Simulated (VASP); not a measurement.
Input of a VASP 6.6.1 run:

INCAR

```
SYSTEM = W
PREC = Accurate ; ENCUT = 520
EDIFF = 1E-6 ; ISMEAR = 0
SIGMA = 0.1 ; LREAL = .False.
LASPH = .True. ; NELM = 100
ALGO = Normal ; ISIF = 2
LWAVE = .False. ; LCHARG = .False.
GGA = PS ; ISYM = 0
NBANDS = 13
```

KPOINTS

```
regular mesh
0
Gamma
  12 12 15
  0 0 0
```

POSCAR

```
W
1.0
    2.8270069242      0.0000000000      0.0000000000
   -1.4135034621      2.4482598130      0.0000000000
    1.4135034621      0.8160866043      2.3082414879
W
1
Direct
    0.0000000000      0.0000000000      0.0000000000
```

Potentials or basis: VASP PAW PBE potentials, release 64 (W_sv).

Launch:

```console
$ cat potpaw_PBE.64/W_sv/POTCAR > POTCAR
$ mpirun -np 1 vasp_std > vasp.out
```

(1) Estimate the pressure.

(2) Estimate the band gap on the k mesh.

Results:

(1) 0.3 GPa.

(2) zero (bands 7 and 8 overlap by 3.81 eV).

Caveat: the PAW data sets were made with another functional, which shifts forces and pressure a little; spin-orbit coupling is left out, which moves the levels of the heavy elements.
